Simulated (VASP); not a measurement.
# Ta2B2O (I4/mmm) in VASP: a series of runs, part 3 of 3

VASP 6.6.1.

## (6) Single point, PBE, collinear spin

This run uses another cell than the first one, of 15.24 Å³/atom.

INCAR reads:

```
ALGO = Normal
EDIFF = 1E-6
ENCUT = 520
GGA = PE
ISIF = 2
ISMEAR = 0
ISPIN = 2
LASPH = True
LCHARG = False
LMAXMIX = 4
LORBIT = 11
LREAL = False
LWAVE = False
MAGMOM = 1 1 0 0 0
NBANDS = 29
NELM = 150
PREC = Accurate
SIGMA = 0.1
```

KPOINTS reads:

```
k-points
0
Gamma
  6 6 6
```

POSCAR reads:

```
Ta2B2O
1.0
   -2.0373478799      2.0373478799      4.5906106519
    2.0373478799     -2.0373478799      4.5906106519
    2.0373478799      2.0373478799     -4.5906106519
Ta B O
2 2 1
Direct
    0.5000000000      0.0000000000      0.5000000000
    0.0000000000      0.5000000000      0.5000000000
    0.7500000000      0.2500000000      0.5000000000
    0.2500000000      0.7500000000      0.5000000000
    0.5000000000      0.5000000000      0.0000000000
```

Potentials or basis: VASP PAW PBE potentials, release 64 (Ta_pv, B, O).

The run is started by

```console
$ cat potpaw_PBE.64/Ta_pv/POTCAR potpaw_PBE.64/B/POTCAR potpaw_PBE.64/O/POTCAR > POTCAR
$ mpirun -np 1 vasp_std > vasp.out
```

OUTCAR:

```text
EDIFF = 1E-6
   ENCUT = 520
   GGA = PE
   ISIF = 2
   ISMEAR = 0
   ISPIN = 2
   LASPH = True
   LORBIT = 11
   LREAL = False
   NELM = 150
   PREC = Accurate

 ion  position               nearest neighbor table
   1  0.500  0.000  0.500-   5 2.04   5 2.04   3 2.30   4 2.30   2 2.88   2 2.88   2 2.88   2 2.88

   2  0.000  0.500  0.500-   5 2.04   5 2.04   3 2.30   4 2.30   1 2.88   1 2.88   1 2.88   1 2.88

   3  0.750  0.250  0.500-   1 2.30   2 2.30
   4  0.250  0.750  0.500-   1 2.30   2 2.30
   5  0.500  0.500  0.000-   1 2.04   2 2.04   1 2.04   2 2.04

  LATTYP: Found a body centered tetragonal cell.
 ALAT       =     4.0746957598
 C/A-ratio  =     2.2532286691

  Lattice vectors:

 A1 = (  -2.0373478799,   2.0373478799,   4.5906106519)
 A2 = (   2.0373478799,  -2.0373478799,   4.5906106519)
 A3 = (   2.0373478799,   2.0373478799,  -4.5906106519)

Analysis of symmetry for initial positions (statically):
=====================================================================
 Subroutine PRICEL returns:
 Original cell was already a primitive cell.

 Routine SETGRP: Setting up the symmetry group for a
 body centered tetragonal supercell.

 Subroutine GETGRP returns: Found 16 space group operations
 (whereof 16 operations were pure point group operations)
 out of a pool of 16 trial point group operations.

The static configuration has the point symmetry D_4h.

Analysis of symmetry for dynamics (positions and initial velocities):
=====================================================================
 Subroutine PRICEL returns:
 Original cell was already a primitive cell.

 Routine SETGRP: Setting up the symmetry group for a
 body centered tetragonal supercell.

 Subroutine GETGRP returns: Found 16 space group operations
 (whereof 16 operations were pure point group operations)
 out of a pool of 16 trial point group operations.

The dynamic configuration has the point symmetry D_4h.

Analysis of structural, dynamic, and magnetic symmetry:
=====================================================================
 Subroutine PRICEL returns:
 Original cell was already a primitive cell.

 Routine SETGRP: Setting up the symmetry group for a
 body centered tetragonal supercell.

 Subroutine GETGRP returns: Found 16 space group operations
 (whereof 16 operations were pure point group operations)
 out of a pool of 16 trial point group operations.

The overall configuration has the point symmetry D_4h.

 Subroutine INISYM returns: Found 16 space group operations
 (whereof 16 operations are pure point group operations),
 and found     1 'primitive' translations

----------------------------------------------------------------------------------------

                                     Primitive cell

  volume of cell :      76.2186

  direct lattice vectors                    reciprocal lattice vectors
    -2.037347880  2.037347880  4.590610652     0.000000000  0.245417096  0.108917971
     2.037347880 -2.037347880  4.590610652     0.245417096  0.000000000  0.108917971
     2.037347880  2.037347880 -4.590610652     0.245417096  0.245417096  0.000000000

  length of vectors
     5.419896579  5.419896579  5.419896579     0.268500792  0.268500792  0.347072185

  position of ions in fractional coordinates (direct lattice)
[... 88 lines left out ...]
   NSW    =      0    number of steps for IOM
   IBRION =     -1    ionic relax: 0-MD 1-quasi-New 2-CG
   NFREE  =      0    steps in history (QN), initial steepest desc. (CG)
   ISIF   =      2    stress and relaxation
   ISYM   =      2    0-nonsym 1-usesym 2-fastsym
   POTIM  = 0.5000    time-step for ionic-motion
   TEBEG  =    0.0;   TEEND  =   0.0 temperature during run
   PSTRESS=    0.0 pullay stress
   NELECT =      34.0000    total number of electrons
   NUPDOWN=      -1.0000    fix difference up-down
   EMIN   =  10.00;   EMAX   =-10.00  energy-range for DOS
   EFERMI =   0.00;   METHOD = LEGACY
   ISMEAR =     0;   SIGMA  =   0.10  broadening in eV -4-tet -1-fermi 0-gaus
   EFERMI_NEDOS =   21; number of points for ismear=-14 and -15
   IALGO  =     38    algorithm
   IMIX   =      4    mixing-type and parameters
     AMIX     =   0.40;   BMIX     =  1.00
     AMIX_MAG =   1.60;   BMIX_MAG =  1.00
  volume/ion in A,a.u.               =      15.24       102.87
  Fermi-wavevector in a.u.,A,eV,Ry     =   1.250876  2.363813 21.288904  1.564690
  Thomas-Fermi vector in A             =   2.384850
   LORBIT       =     11    0 simple, 1 ext, 2 COOP (PROOUT), +10 PAW based schemes
   GGA     = PE    functional components
   LHFCALC =     F    Hartree Fock is set to
   AEXX    =    0.0000 exact exchange contribution
   IVDW    =     0    specifies the selected vdW correction
   LEPSILON=     F    determine dielectric tensor
   LRPA    =     F    only Hartree local field effects (RPA)
 spin polarized calculation
 Gauss-broadening in eV      SIGMA  =   0.10
  energy-cutoff  :      520.00
  volume of cell :       76.22
 maximum number of plane-waves:      2074
   NGX = 21   NGY = 21   NGZ = 21

 number of electron      34.0000001 magnetization       0.0013213

 number of electron      34.0000001 magnetization      -0.0003791

 Free energy of the ion-electron system (eV)
  ---------------------------------------------------
  ext. energy  EPLUGINS =         0.00000000
  ---------------------------------------------------
  free energy    TOTEN  =       -39.11047847 eV

  energy without entropy =      -39.09564058  energy(sigma->0) =      -39.10305953

 E-fermi :   3.6069     XC(G=0): -10.8266

 val. band max:        3.5762113466   @ k =   0.5000   0.5000   0.5000
 cond. band min:       3.6372758136   @ k =  -0.3333   0.5000   0.1667
 fundamental gap:      0.0610644670
 Fermi energy:         3.6069259104

 spin component 1

 k-point     1 :       0.0000    0.0000    0.0000
  band No.  band energies     occupation
      1     -31.4620      1.00000
      2     -31.4620      1.00000
      3     -30.9785      1.00000
      4     -30.8132      1.00000
      5     -30.5978      1.00000
      6     -30.5978      1.00000
[... 757 lines left out ...]
     28      11.0429      0.00000
     29      11.6072      0.00000

 [... further k-points ...]

 spin component 2

 k-point     1 :       0.0000    0.0000    0.0000
  band No.  band energies     occupation
      1     -31.4619      1.00000
      2     -31.4619      1.00000
      3     -30.9784      1.00000
      4     -30.8131      1.00000
      5     -30.5977      1.00000
      6     -30.5977      1.00000
[... 757 lines left out ...]
     28      11.0429      0.00000
     29      11.6071      0.00000

 [... further k-points ...]

------------------------ aborting loop because EDIFF is reached ----------------------------------------

  FORCE on cell =-STRESS in cart. coord.  units (eV):
  Direction    XX          YY          ZZ          XY          YZ          ZX
  --------------------------------------------------------------------------------------
  -------------------------------------------------------------------------------------
  Total        0.1980498      0.1980498      0.0305636      0.0000000      0.0000000      0.0000000
  in kB        4.1631696      4.1631696      0.6424722      0.0000000      0.0000000      0.0000000
  external PRESSURE =       2.9896038 kB  Pullay stress =       0.0000000 kB

 VOLUME and BASIS-vectors are now :
 -----------------------------------------------------------------------------
  energy-cutoff  :      520.00
  volume of cell :       76.22
      direct lattice vectors                 reciprocal lattice vectors
    -2.037347880  2.037347880  4.590610652     0.000000000  0.245417096  0.108917971
     2.037347880 -2.037347880  4.590610652     0.245417096  0.000000000  0.108917971
     2.037347880  2.037347880 -4.590610652     0.245417096  0.245417096  0.000000000

 POSITION                                       TOTAL-FORCE (eV/Angst)
 -----------------------------------------------------------------------------------
      0.00000      2.03735      0.00000         0.000000      0.000000      0.000000
      2.03735      0.00000      0.00000         0.000000      0.000000      0.000000
      0.00000      2.03735      2.29531        -0.000000     -0.000000     -0.000000
      2.03735      0.00000      2.29531        -0.000000      0.000000     -0.000000
      0.00000      0.00000      4.59061         0.000000      0.000000      0.000000
 -----------------------------------------------------------------------------------
    total drift:                               -0.000000     -0.000000      0.000000

  FREE ENERGIE OF THE ION-ELECTRON SYSTEM (eV)
  ---------------------------------------------------
  free  energy   TOTEN  =       -39.1104784746 eV

  energy  without entropy=      -39.0956405847  energy(sigma->0) =      -39.10305953

 total charge

# of ion       s       p       d       tot
------------------------------------------
    1        0.355   6.190   2.381   8.927
    2        0.355   6.190   2.381   8.927
    3        0.811   0.747   0.000   1.557
    4        0.811   0.747   0.000   1.557
    5        1.566   3.562   0.000   5.128
--------------------------------------------------
tot          3.898  17.435   4.763  26.096

 magnetization (x)

# of ion       s       p       d       tot
------------------------------------------
    1        0.000  -0.000  -0.000  -0.000
    2        0.000  -0.000  -0.000  -0.000
    3       -0.000  -0.000   0.000  -0.000
    4       -0.000  -0.000   0.000  -0.000
    5       -0.000  -0.000   0.000  -0.000
--------------------------------------------------
tot         -0.000  -0.000  -0.000  -0.000
```

OSZICAR:

```text
N       E                     dE             d eps       ncg     rms          rms(c)
DAV:   1     0.264627510872E+03    0.26463E+03   -0.17782E+04  3488   0.114E+03
DAV:   2    -0.295104422656E+02   -0.29414E+03   -0.28220E+03  4174   0.328E+02
DAV:   3    -0.424427896010E+02   -0.12932E+02   -0.12714E+02  4413   0.655E+01
DAV:   4    -0.425741064886E+02   -0.13132E+00   -0.13109E+00  4110   0.712E+00
DAV:   5    -0.425752841652E+02   -0.11777E-02   -0.11775E-02  4148   0.665E-01    0.280E+01
DAV:   6    -0.397222362901E+02    0.28530E+01   -0.17006E+01  3967   0.232E+01    0.121E+01
DAV:   7    -0.391823233141E+02    0.53991E+00   -0.25278E+00  3942   0.763E+00    0.932E+00
DAV:   8    -0.391142564346E+02    0.68067E-01   -0.26149E-01  3987   0.328E+00    0.126E+00
DAV:   9    -0.391103983888E+02    0.38580E-02   -0.21558E-02  4237   0.987E-01    0.327E-01
DAV:  10    -0.391104898643E+02   -0.91475E-04   -0.31801E-03  3932   0.323E-01    0.224E-01
DAV:  11    -0.391104742592E+02    0.15605E-04   -0.52553E-04  4202   0.144E-01    0.803E-02
DAV:  12    -0.391104757002E+02   -0.14410E-05   -0.50028E-05  4128   0.412E-02    0.255E-02
DAV:  13    -0.391104792935E+02   -0.35934E-05   -0.15711E-05  4109   0.212E-02    0.147E-02
DAV:  14    -0.391104784746E+02    0.81894E-06   -0.18890E-06  3369   0.794E-03
   1 F= -.39110478E+02 E0= -.39103060E+02  d E =-.148379E-01  mag=    -0.0004
```

stdout:

```text
POSCAR found type information on POSCAR TaB O
 POSCAR found :  3 types and       5 ions
 scaLAPACK will be used
 LDA part: xc-table for (Slater+PW92), standard interpolation
 POSCAR, INCAR and KPOINTS ok, starting setup
 FFT: planning ... GRIDC
 FFT: planning ... GRID_SOFT
 FFT: planning ... GRID
 WAVECAR not read
 entering main loop
```

Wall time 1.9 min (1 thread of Intel Xeon 6975P-C (Granite Rapids), shared host); peak memory 0.33 GiB.

Results:

* Free energy: -39.1105 eV
* Pressure: 0.3 GPa
* Band gap on the k mesh: zero (filled and empty bands overlap)
* Net moment: 0.00 μB per cell
* Valence electrons inside the program's atomic spheres: Ta 8.93; B 1.56; O 5.13

Caveat: spin-orbit coupling is left out, which moves the levels of the heavy elements.

## (7) Single point, PBE

This run uses another cell than the first one, of 15.23 Å³/atom.

INCAR reads:

```
SYSTEM = Ta2B2O
PREC     = Accurate       ! precision mode
ENCUT    = 520            ! plane-wave cutoff, eV
EDIFF    = 1E-6           ! SCF threshold, eV
ISMEAR   = 0              ! smearing method
SIGMA    = 0.1            ! smearing width, eV
LREAL    = .FALSE.        ! projectors in reciprocal space
LASPH    = .TRUE.         ! aspherical terms in the spheres
NELM     = 100            ! most SCF steps
ALGO     = Normal         ! electronic algorithm
ISIF     = 2              ! what is computed and relaxed
LWAVE    = .FALSE.        ! write WAVECAR
LCHARG   = .FALSE.        ! write CHGCAR
GGA      = PE             ! functional
NBANDS   = 25             ! bands
```

KPOINTS reads:

```
regular mesh
0
G
  14 14 14
  0 0 0
```

POSCAR, as its differences from that of step 6:

```diff
@@ -2,5 +2,5 @@
 1.0
-   -2.0373478799      2.0373478799      4.5906106519
-    2.0373478799     -2.0373478799      4.5906106519
-    2.0373478799      2.0373478799     -4.5906106519
+   -2.0376247778      2.0376247778      4.5855580147
+    2.0376247778     -2.0376247778      4.5855580147
+    2.0376247778      2.0376247778     -4.5855580147
 Ta B O
```

Potentials or basis: VASP PAW PBE potentials, release 64 (Ta_pv, B, O).

The run is started by

```console
$ cat potpaw_PBE.64/Ta_pv/POTCAR potpaw_PBE.64/B/POTCAR potpaw_PBE.64/O/POTCAR > POTCAR
$ mpirun -np 1 vasp_std > vasp.out
```

OUTCAR:

```text
SYSTEM = Ta2B2O
   PREC = Accurate
   ENCUT = 520
   EDIFF = 1E-6
   ISMEAR = 0
   LREAL = .FALSE.
   LASPH = .TRUE.
   NELM = 100
   ISIF = 2
   GGA = PE

 ion  position               nearest neighbor table
   1  0.500  0.000  0.500-   5 2.04   5 2.04   3 2.29   4 2.29   2 2.88   2 2.88   2 2.88   2 2.88

   2  0.000  0.500  0.500-   5 2.04   5 2.04   3 2.29   4 2.29   1 2.88   1 2.88   1 2.88   1 2.88

   3  0.750  0.250  0.500-   1 2.29   2 2.29
   4  0.250  0.750  0.500-   1 2.29   2 2.29
   5  0.500  0.500  0.000-   1 2.04   2 2.04   1 2.04   2 2.04

[... 876 lines left out ...]
  -------------------------------------------------------------------------------------
  Total        0.1447310      0.1447310      0.0199053      0.0000000      0.0000000      0.0000000
  in kB        3.0448894      3.0448894      0.4187727      0.0000000      0.0000000      0.0000000
  external PRESSURE =       2.1695172 kB  Pullay stress =       0.0000000 kB

 VOLUME and BASIS-vectors are now :
 -----------------------------------------------------------------------------
  energy-cutoff  :      520.00
  volume of cell :       76.16
      direct lattice vectors                 reciprocal lattice vectors
    -2.037624778  2.037624778  4.585558015     0.000000000  0.245383746  0.109037984
     2.037624778 -2.037624778  4.585558015     0.245383746  0.000000000  0.109037984
     2.037624778  2.037624778 -4.585558015     0.245383746  0.245383746  0.000000000

 POSITION                                       TOTAL-FORCE (eV/Angst)
 -----------------------------------------------------------------------------------
      0.00000      2.03762      0.00000        -0.000000      0.000000     -0.000000
      2.03762      0.00000      0.00000        -0.000000      0.000000     -0.000000
     -0.00000      2.03762      2.29278         0.000000     -0.000000      0.000000
      2.03762     -0.00000      2.29278        -0.000000      0.000000     -0.000000
      0.00000      0.00000      4.58556        -0.000000      0.000000     -0.000000
 -----------------------------------------------------------------------------------
    total drift:                               -0.000000     -0.000000      0.000000

  FREE ENERGIE OF THE ION-ELECTRON SYSTEM (eV)
  ---------------------------------------------------
  free  energy   TOTEN  =       -39.1096404567 eV

  energy  without entropy=      -39.0991740333  energy(sigma->0) =      -39.10440724
```

OSZICAR:

```text
N       E                     dE             d eps       ncg     rms          rms(c)
DAV:   1     0.259655070558E+03    0.25966E+03   -0.18196E+04 12216   0.131E+03
DAV:   2    -0.297241301542E+02   -0.28938E+03   -0.27935E+03 14761   0.360E+02
DAV:   3    -0.426047914634E+02   -0.12881E+02   -0.12639E+02 15822   0.716E+01
DAV:   4    -0.427853743268E+02   -0.18058E+00   -0.18006E+00 14607   0.893E+00
DAV:   5    -0.427886553916E+02   -0.32811E-02   -0.32784E-02 16584   0.104E+00    0.266E+01
DAV:   6    -0.397702431000E+02    0.30184E+01   -0.23737E+01 14472   0.268E+01    0.123E+01
DAV:   7    -0.391729272681E+02    0.59732E+00   -0.29942E+00 15087   0.848E+00    0.860E+00
DAV:   8    -0.391121490952E+02    0.60778E-01   -0.22848E-01 15104   0.340E+00    0.861E-01
DAV:   9    -0.391094574430E+02    0.26917E-02   -0.18365E-02 15296   0.899E-01    0.195E-01
DAV:  10    -0.391095435839E+02   -0.86141E-04   -0.19931E-03 15220   0.290E-01    0.968E-02
DAV:  11    -0.391096382659E+02   -0.94682E-04   -0.28912E-04 15236   0.120E-01    0.191E-02
DAV:  12    -0.391096389672E+02   -0.70133E-06   -0.42006E-05 15437   0.446E-02    0.103E-02
DAV:  13    -0.391096402391E+02   -0.12719E-05   -0.74771E-06 14728   0.172E-02    0.159E-03
DAV:  14    -0.391096404567E+02   -0.21752E-06   -0.65648E-07  8296   0.451E-03
   1 F= -.39109640E+02 E0= -.39104407E+02  d E =-.104664E-01
```

stdout:

```text
POSCAR found type information on POSCAR TaB O
 POSCAR found :  3 types and       5 ions
 scaLAPACK will be used
 LDA part: xc-table for (Slater+PW92), standard interpolation
 POSCAR, INCAR and KPOINTS ok, starting setup
 FFT: planning ... GRIDC
 FFT: planning ... GRID_SOFT
 FFT: planning ... GRID
 WAVECAR not read
 entering main loop
```

Run time: 5.1 min. Hardware: 1 thread of Intel Xeon 6975P-C (Granite Rapids), shared host; peak memory 0.55 GiB.

Results:

- Free energy: -39.1096 eV
- Pressure: 0.2 GPa
- Band gap on the k mesh: zero (bands 17 and 18 overlap by 1.30 eV)

Caveat: spin-orbit coupling is left out, which moves the levels of the heavy elements.

## (8) Summary

```tsv
task	spin	cell	k mesh	cutoff (eV)	gap on the mesh (eV)	pressure (GPa)	moment (μB)
single point	off	a = 5.261 Å, angles 139.6, 139.6, 58.4°, 5 atoms	6 × 6 × 6	520	none	69.1	-
single point	off	a = 5.420 Å, angles 135.8, 135.8, 64.2°, 5 atoms	6 × 6 × 6	520	none	0.3	-
relaxation of cell and atoms	off	relaxed from a = 5.261 Å, angles 139.6, 139.6, 58.4°, 5 atoms	6 × 6 × 6	600	none	0.0	-
single point	collinear	a = 5.261 Å, angles 139.6, 139.6, 58.4°, 5 atoms	6 × 6 × 6	520	none	69.1	0.00
single point	collinear	a = 5.420 Å, angles 135.8, 135.8, 64.2°, 5 atoms	6 × 6 × 6	520	none	0.3	0.00
single point	off	a = 5.416 Å, angles 135.8, 135.8, 64.3°, 5 atoms	14 × 14 × 14	520	none	0.2	-
```

Alike in all rows: level PBE; potentials or basis VASP PAW PBE potentials, release 64 (Ta_pv, B, O); smearing gaussian 0.1 eV.

Caveats: spin-orbit coupling is left out, which moves the levels of the heavy elements; the cell stands under pressure (at least some runs); the volume moved by over 15 % at a fixed basis, so the end points are rough (at least some runs).

Total energies depend on the potentials used, so only differences within one code and one set of settings carry meaning.
